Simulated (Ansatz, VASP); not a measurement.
# One calculation of BaZrO3, two programs

The input INCAR:

```
SYSTEM = BaZrO3
PREC = Accurate
ENCUT = 520
EDIFF = 1E-7
ISMEAR = -1
SIGMA = 0.02
LREAL = .FALSE.
LASPH = .TRUE.
NELM = 60
ALGO = Normal
ISIF = 2
LWAVE = .FALSE.
LCHARG = .TRUE.
GGA = PE
LELF = .TRUE.
LVHAR = .TRUE.
NBANDS = 28
```

KPOINTS

```
regular mesh
0
G
  6 6 6
  0 0 0
```

POSCAR

```
BaZrO3
1.0
    4.0865565000      0.0000000000      0.0000000000
    0.0000000000      4.0865565000      0.0000000000
    0.0000000000      0.0000000000      4.1913400000
Ba Zr O
1 1 3
Direct
    0.0000000000      0.0000000000      0.0000000000
    0.5000000000      0.5000000000      0.5000000000
    0.0000000000      0.5000000000      0.5000000000
    0.5000000000      0.0000000000      0.5000000000
    0.5000000000      0.5000000000      0.0000000000
```

Input for Ansatz:

```yaml
crystal:
  lattice:
    - [4.0865565, 0.0, 0.0]
    - [0.0, 4.0865565, 0.0]
    - [0.0, 0.0, 4.19134]
  atoms:
    - { symbol: Ba, position: [0.0, 0.0, 0.0] }
    - { symbol: Zr, position: [0.5, 0.5, 0.5] }
    - { symbol: O, position: [0.0, 0.5, 0.5] }
    - { symbol: O, position: [0.5, 0.0, 0.5] }
    - { symbol: O, position: [0.5, 0.5, 0.0] }
basis:
  ecutwfc: 520.0
kpoints:
  mp_grid:
    grid: [6, 6, 6]
hamiltonian:
  xc: pbe
  pseudopotentials:
    kind: paw
scf:
  occupations:
    method: fermi_dirac
    width: 0.02
output:
  stress: true
```

Alike in both runs: task single point; functional PBE; k mesh 6 × 6 × 6; occupations fermi-dirac, width 0.02 eV; no spin polarisation.

```csv
,VASP,Ansatz
version,VASP 6.6.1,Ansatz 0.2.0
potentials or method,"VASP PAW PBE potentials, release 64 (Ba_sv, Zr_sv, O), cutoff 520 eV","plane waves, PAW"
valence electrons in the cell,40,40
```

Ansatz gave:

* pressure (GPa): 13.7
* traceless stress, the component that is largest in VASP (GPa): -4.78

Q: What did VASP give for the same quantities?

A: Pressure (GPa): 15.0; traceless stress, the component that is largest in VASP (GPa): -4.89.

The functional is the same, so the differences come from potentials, cutoffs and numerics.

Spin-orbit coupling is off throughout.
